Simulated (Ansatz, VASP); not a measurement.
One calculation of NaI, two programs

```xyz
2
Lattice="0.0000 3.2807 3.1495 3.2807 0.0000 3.1495 3.2807 3.2807 0.0000" Properties=species:S:1:pos:R:3 pbc="T T T"
Na    0.0000    0.0000    0.0000
I     3.2807    3.2807    3.1495
```

Alike in both runs: task single point; functional r2SCAN; k mesh 8 × 8 × 8; occupations gaussian, width 0.05 eV; no spin polarisation.

|  | VASP | Ansatz |
| --- | --- | --- |
| version | VASP 6.6.1 | Ansatz 0.2.0 |
| potentials or method | VASP PAW PBE potentials, release 64 (Na_pv, I), cutoff 520 eV | scalar-relativistic, plane waves, PAW |
| valence electrons in the cell | 14 | 26 |

```tsv
	VASP	Ansatz	Ansatz less VASP
gap on the k mesh at the Fermi level (eV)	4.42	4.41	-0.009
least direct gap on the mesh (eV)	4.42	4.41	-0.009
pressure (GPa)	-0.1	0.0	+0.12
traceless stress, the component that is largest in VASP (GPa)	0.75	0.78	+0.036
```

VASP's potentials were made for PBE, not for r2SCAN. VASP's potentials hold 14 valence electrons a cell and Ansatz's 26, so a difference there can come from the potentials and not from the codes.

Spin-orbit coupling is off throughout.
